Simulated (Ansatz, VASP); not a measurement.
**Two plane-wave programs on RbBr**

```
Rb Br
1.0
     0.00000    3.42750    3.42750
     3.42750    0.00000    3.42750
     3.42750    3.42750    0.00000
Rb Br
1 1
Direct
  0.00000 0.00000 0.00000
  0.45624 0.45624 0.48187
```

Alike in both runs: task single point; functional PBE; k mesh 6 × 6 × 6; occupations gaussian, width 0.05 eV; no spin polarisation.

|  | VASP | Ansatz |
| --- | --- | --- |
| version | VASP 6.6.1 | Ansatz 0.2.0 |
| potentials or method | VASP PAW PBE potentials, release 64 (Rb_sv, Br), cutoff 520 eV | scalar-relativistic, plane waves, PAW |
| valence electrons in the cell | 16 | 16 |

|  | VASP | Ansatz | Ansatz less VASP |
| --- | --- | --- | --- |
| gap on the k mesh at the Fermi level (eV) | 4.41 | 4.41 | +0.003 |
| least direct gap on the mesh (eV) | 4.41 | 4.41 | +0.003 |
| pressure (GPa) | 1.9 | 1.9 | -0.04 |
| traceless stress, the component that is largest in VASP (GPa) | 0.60 | 0.59 | -0.007 |
| rms of the force components (eV/Å) | 0.317 | 0.313 | -0.0034 |

Atom by atom the forces differ by 0.003 eV/Å (rms over components).
